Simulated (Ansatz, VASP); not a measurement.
**PC4: VASP beside Ansatz**

Contents of INCAR:

```
  PREC = Accurate
  ENCUT = 600
  EDIFF = 1E-6
  ISMEAR = 0
  SIGMA = 0.1
  LREAL = F
  LASPH = T
  NELM = 100
  ALGO = Normal
  ISIF = 3
  LWAVE = F
  LCHARG = F
  GGA = PE
  IBRION = 2
  NSW = 100
  EDIFFG = -0.01
```

File KPOINTS:

```
Automatic mesh
0
Gamma
  18 18 4
```

File POSCAR:

```
PC4
1.0
    2.4664489735      0.0000000000      0.0000000000
   -1.2332244867      2.1360074682      0.0000000000
    0.0000000000      0.0000000000     13.3695132255
P C
1 4
Direct
    0.0000000000      0.0000000000      0.0000000000
    0.3333333333      0.6666666667      0.6652279923
    0.3333333333      0.6666666667      0.3347720077
    0.6666666667      0.3333333333      0.3347720077
    0.6666666667      0.3333333333      0.6652279923
```

Input for Ansatz:

```yaml
crystal:
  lattice:
    - [2.4664489735, 0.0, 0.0]
    - [-1.2332244867, 2.1360074682, 0.0]
    - [0.0, 0.0, 13.3695132255]
  atoms:
    - { symbol: P, position: [0.0, 0.0, 0.0] }
    - { symbol: C, position: [0.3333333333, 0.6666666667, 0.6652279923] }
    - { symbol: C, position: [0.3333333333, 0.6666666667, 0.3347720077] }
    - { symbol: C, position: [0.6666666667, 0.3333333333, 0.3347720077] }
    - { symbol: C, position: [0.6666666667, 0.3333333333, 0.6652279923] }
basis:
  ecutwfc: 420
kpoints:
  mp_grid: { grid: [18, 18, 4] }
hamiltonian:
  xc: pbe
scf:
  occupations: { method: gaussian, width: 0.1 }
output:
  forces: true
  stress: true
  eigenvalues: true
relax:
  adjacent_minimum: "off"
  f_tol: 0.01
  max_steps: 80
  cell: { stress_tol: 0.05 }
```

Change from the starting cell: species swapped into the Co4H type (P-3m1, No. 164).

Alike in both runs: task relaxation of cell and atoms; functional PBE; k mesh 18 × 18 × 4; occupations gaussian, width 0.1 eV; no spin polarisation.

```csv
,VASP,Ansatz
version,VASP 6.6.1,Ansatz 0.2.0
potentials or method,"VASP PAW PBE potentials, release 64 (P, C), cutoff 600 eV","scalar-relativistic, plane waves, PAW"
valence electrons in the cell,21,21
```

Ansatz gave:

* gap on the k mesh at the Fermi level, each at its own relaxed structure (eV): none
* relaxed volume (Å³/atom): 14.09
* relaxed cell length with the largest relative difference (Å): 13.370

**Question.** Which values does VASP return?

**Answer.** gap on the k mesh at the Fermi level, each at its own relaxed structure (eV): none; relaxed volume (Å³/atom): 13.43; relaxed cell length with the largest relative difference (Å): 12.743.

A gap of «none» marks a metal or a gap that the smearing closes.
